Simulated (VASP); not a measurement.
**Au: single point with PBEsol**

Au:

```
Au
1.0
     0.00000    2.04145    2.04145
     2.04145    0.00000    2.04145
     2.04145    2.04145    0.00000
Au
1
Direct
  0.00000 0.00000 0.00000
```

| Property | Result |
| --- | --- |
| Program | VASP 6.6.1 |
| Task | single point |
| Functional | PBEsol |
| Potentials or basis | VASP PAW PBE potentials, release 64 (Au) |
| Cutoff | 520 eV |
| k mesh | 14 × 14 × 14 |
| Occupations | gaussian, width 0.05 eV |
| Spin | no spin polarisation |

```json
{"Pressure": "-0.3 GPa"}
```

Levels at points of the mesh, in eV from the Fermi level:
| k point | band 2 | band 3 | band 4 | band 5 | band 6 | band 7 | band 8 | band 9 | band 10 | band 11 |
| --- | --- | --- | --- | --- | --- | --- | --- | --- | --- | --- |
| (0.00, 0.00, 0.00) | -4.63 | -4.63 | -4.63 | -3.09 | -3.09 | 14.56 | 18.56 | 18.56 | 18.56 | 23.43 |
| (0.50, 0.00, 0.00) | -4.66 | -4.66 | -1.89 | -1.89 | -0.97 | 3.12 | 14.00 | 17.16 | 17.16 | 24.97 |
| (0.50, 0.50, 0.00) | -6.70 | -1.93 | -1.56 | -1.56 | 1.01 | 5.82 | 10.02 | 10.02 | 17.24 | 19.87 |

Run time: 6.5 s on 1 thread of Intel(R) Xeon(R) 6975P-C (Granite Rapids), with other jobs on the host, peak memory 0.15 GiB.

Caveat: the PAW data sets were made with another functional, which shifts forces and pressure a little; spin-orbit coupling is left out, which moves the levels of the heavy elements.
